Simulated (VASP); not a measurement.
WS2: single point with r2SCAN

WS2:

```
W S
1.0
     3.18000    0.00000    0.00000
    -1.59000    2.75396    0.00000
     0.00000    0.00000   12.50000
W S
2 4
Direct
  0.66667 0.33333 0.75000
  0.33333 0.66667 0.25000
  0.66667 0.33333 0.37500
  0.33333 0.66667 0.87500
  0.66667 0.33333 0.12500
  0.33333 0.66667 0.62500
```

```json
{
 "Program": "VASP 6.6.1",
 "Task": "single point",
 "Functional": "r2SCAN",
 "Potentials or basis": "VASP PAW PBE potentials, release 64 (W_sv, S)",
 "Cutoff": "520 eV",
 "k mesh": "10 × 10 × 3",
 "Occupations": "fermi-dirac, width 0.05 eV",
 "Spin": "no spin polarisation"
}
```

```yaml
Pressure: 0.4 GPa
Largest_force: 0.094 eV/Å
Band_gap_on_the_k_mesh: 1.24 eV (least direct gap 2.21 eV)
```

Forces on the atoms (eV/Å):
```
W    0.000  0.000  0.000
W    0.000  0.000  0.000
S    0.000  0.000 -0.094
S    0.000  0.000 -0.094
S    0.000  0.000  0.094
S    0.000  0.000  0.094
```

Stress tensor (GPa, compression positive):
```
0.33 0.00 0.00
0.00 0.33 0.00
0.00 0.00 0.59
```

Levels at points of the mesh, in eV from the valence-band top:
```tsv
k point	band 24	band 25	band 26	band 27	band 28	band 29
(0.00, 0.00, 0.00)	-1.71	-1.12	0.00	2.40	2.40	2.41
(0.50, 0.00, 0.00)	-2.01	-1.75	-1.58	2.33	2.37	2.69
```

Wall time 4.5 min on 1 thread of Intel(R) Xeon(R) Platinum 8259CL CPU @ 2.50GHz (Skylake/Cascade Lake) (shared host), peak memory 0.28 GiB.

Caveat: the PAW data sets were made with another functional, which shifts forces and pressure a little; spin-orbit coupling is left out, which moves the levels of the heavy elements. r2SCAN opens gaps a little over a GGA but as a rule still falls short of measured ones.
